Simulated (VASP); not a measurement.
Wanted: the native input for a VASP 6.6.1 run.

```yaml
Task: electric field gradients
Functional: PBEsol
Potentials_or_basis: VASP PAW PBE potentials, release 64 (Au)
Cutoff: 520 eV
k_mesh: 11 × 11 × 11
Occupations: fermi-dirac, width 0.05 eV
Spin: no spin polarisation
Dipole_correction: no
Further_INCAR_settings: ALGO = Normal; EDIFF = 1e-08; NBANDS = 54
```

The structure of Au lies in POSCAR:

```
Au
1.0
    0.0000000000      4.0700000000      4.0700000000
    4.0700000000      0.0000000000      4.0700000000
    4.0700000000      4.0700000000      0.0000000000
Au
8
Direct
    0.0000000000      0.0000000000      0.0000000000
    0.0000000000      0.0000000000      0.5000000000
    0.0000000000      0.5000000000      0.0000000000
    0.0000000000      0.5000000000      0.5000000000
    0.5000000000      0.0000000000      0.0000000000
    0.5000000000      0.0000000000      0.5000000000
    0.5000000000      0.5000000000      0.0000000000
    0.5000000000      0.5000000000      0.5000000000
```

These files were run (other wordings do the same):

INCAR

```
PREC = Accurate
ENCUT = 520
EDIFF = 1E-8
ISMEAR = -1
SIGMA = 0.05
LREAL = False
LASPH = True
NELM = 100
ALGO = Normal
ISIF = 2
LWAVE = False
LCHARG = False
GGA = PS
LEFG = True
NBANDS = 54
```

KPOINTS

```
Automatic mesh
0
Gamma
  11 11 11
```

Potentials or basis: VASP PAW PBE potentials, release 64 (Au).

The run is started by

```console
$ cat potpaw_PBE.64/Au/POTCAR > POTCAR
$ mpirun -np 1 vasp_std > vasp.out
```

It gave:

```
Pressure                                : 1.4 GPa
Band gap on the k mesh                  : zero (bands 44 and 45 overlap by 2.04 eV)
Largest electric field gradient by atom : under 0.05 V/Å² on every atom
```

Caveat: the PAW data sets were made with another functional, which shifts forces and pressure a little; spin-orbit coupling is left out, which moves the levels of the heavy elements.

Wall time 10 min on 1 thread of Intel Xeon 8259CL, with other jobs on the host, peak memory 0.49 GiB.
